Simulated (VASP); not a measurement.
Hf5O9 (a cell with a defect): single point with PBE

Hf5O9 (a cell with a defect):

```
CELL_PARAMETERS angstrom
-5.09814 0.00000 0.00000
-2.54907 5.09814 -2.54907
-2.54907 -2.54907 -5.09814
ATOMIC_POSITIONS crystal
Hf 0.80000 0.80000 0.60000
Hf 0.60000 0.60000 0.20000
Hf 0.40000 0.40000 0.80000
Hf 0.20000 0.20000 0.40000
Hf 0.00000 0.00000 0.00000
O 0.05000 0.30000 0.10000
O 0.85000 0.10000 0.70000
O 0.65000 0.90000 0.30000
O 0.45000 0.70000 0.90000
O 0.95000 0.70000 0.90000
O 0.75000 0.50000 0.50000
O 0.55000 0.30000 0.10000
O 0.23525 0.16668 0.66666
O 0.15000 0.90000 0.30000
```

This cell differs from its parent crystal: atom 13 moved 0.167 of the way to it and +0.500 Å across, host rigid.

- Program: VASP 6.6.1
- Task: single point
- Functional: PBE
- Potentials or basis: VASP PAW PBE potentials, release 64 (Hf_pv, O)
- Cutoff: 520 eV
- k mesh: 4 × 4 × 4
- Occupations: gaussian, width 0.05 eV
- Spin: no spin polarisation

| Property | Result |
| --- | --- |
| Largest force | 12.413 eV/Å |

Forces in eV/Å, atoms in the order of the input:
```
Hf   1.264  1.889 -1.304
Hf  -2.433  2.093  2.685
Hf  -1.906 -2.206 -2.742
Hf   5.756  2.600  9.208
Hf   0.592  0.134 -0.999
O    0.492  0.418  1.088
O    4.548 -1.033 -0.043
O   -0.452 -0.364 -0.205
O    0.032  1.342  0.300
O    0.429 -0.158  1.847
O    0.448  0.393 -0.260
O    0.269  0.778 -1.578
O   -9.026 -3.454 -7.789
O   -0.012 -2.432 -0.207
```

Levels at points of the mesh, in eV from the Fermi level:
```tsv
k point	band 48	band 49	band 50	band 51	band 52	band 53	band 54	band 55
(0.00, 0.00, 0.00)	-0.89	-0.80	-0.68	-0.49	0.53	3.29	3.43	3.71
(0.50, 0.00, 0.00)	-1.37	-1.16	-1.01	-0.89	1.45	3.23	3.45	3.85
(0.50, 0.50, 0.00)	-1.42	-1.19	-0.99	-0.80	1.57	3.15	3.60	3.69
(0.50, 0.50, 0.50)	-1.52	-1.30	-1.22	-0.97	1.47	3.28	3.55	3.85
(0.50, 0.00, 0.50)	-1.48	-1.40	-1.03	-0.97	1.37	3.20	3.60	3.84
(0.00, 0.50, 0.00)	-0.86	-0.82	-0.58	-0.32	0.76	3.24	3.39	3.54
(0.00, 0.00, 0.50)	-0.82	-0.71	-0.57	-0.46	0.94	3.12	3.35	3.78
(0.00, 0.50, 0.50)	-1.07	-0.85	-0.76	-0.34	1.37	3.21	3.34	3.53
```

Wall time 5.5 min on 1 thread of Intel(R) Xeon(R) Platinum 8488C (Sapphire Rapids) (shared host), peak memory 0.45 GiB.

Caveat: the cell carries a net charge on a neutralising background, which shifts energy and pressure; the cell differs from its parent crystal (atom 13 moved 0.167 of the way to it and +0.500 Å across, host rigid); the cell is charged against a uniform background, so pressure and absolute levels hang on convention; spin-orbit coupling is left out, which moves the levels of the heavy elements.
